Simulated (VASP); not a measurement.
Wanted: the native input for a VASP 6.6.1 run.

| Property | Result |
| --- | --- |
| Task | single point |
| Functional | PBE |
| Potentials or basis | VASP PAW PBE potentials, release 64 (Cd, Te) |
| Cutoff | 520 eV |
| k mesh | 4 × 4 × 4 |
| Occupations | gaussian, width 0.01 eV |
| Spin | no spin polarisation |
| Dipole correction | no |
| Further INCAR settings | ALGO = Normal; EDIFF = 1e-07; NBANDS = 16 |

The structure of CdTe lies in POSCAR:

```
CdTe
1.0
    0.0000000000      3.2799551161      3.2799551161
    3.2799551161      0.0000000000      3.2799551161
    3.2799551161      3.2799551161      0.0000000000
Cd Te
1 1
Direct
    0.0000000000      0.0000000000      0.0000000000
    0.2500000000      0.2500000000      0.2500000000
```

The input as run:

INCAR

```
SYSTEM = CdTe
ALGO = Normal ; EDIFF = 1E-7
ENCUT = 520 ; GGA = PE
ISIF = 2 ; ISMEAR = 0
LASPH = .TRUE. ; LCHARG = .FALSE.
LREAL = .FALSE. ; LWAVE = .FALSE.
NBANDS = 16 ; NELM = 80
PREC = Accurate ; SIGMA = 0.01
```

KPOINTS

```
k-points
0
G
  4 4 4
  0 0 0
```

Potentials or basis: VASP PAW PBE potentials, release 64 (Cd, Te).

Command:

```console
$ cat potpaw_PBE.64/Cd/POTCAR potpaw_PBE.64/Te/POTCAR > POTCAR
$ mpirun -np 1 vasp_std > vasp.out
```

It gave:

| Item | Value |
| --- | --- |
| Pressure | 1.3 GPa |
| Band gap on the k mesh | 0.65 eV, direct |

Caveat: spin-orbit coupling is left out, which moves the levels of the heavy elements.

Run time: 6.3 s on 1 thread of Intel(R) Xeon(R) 6975P-C (Granite Rapids), on a shared host, peak memory 0.2 GiB.
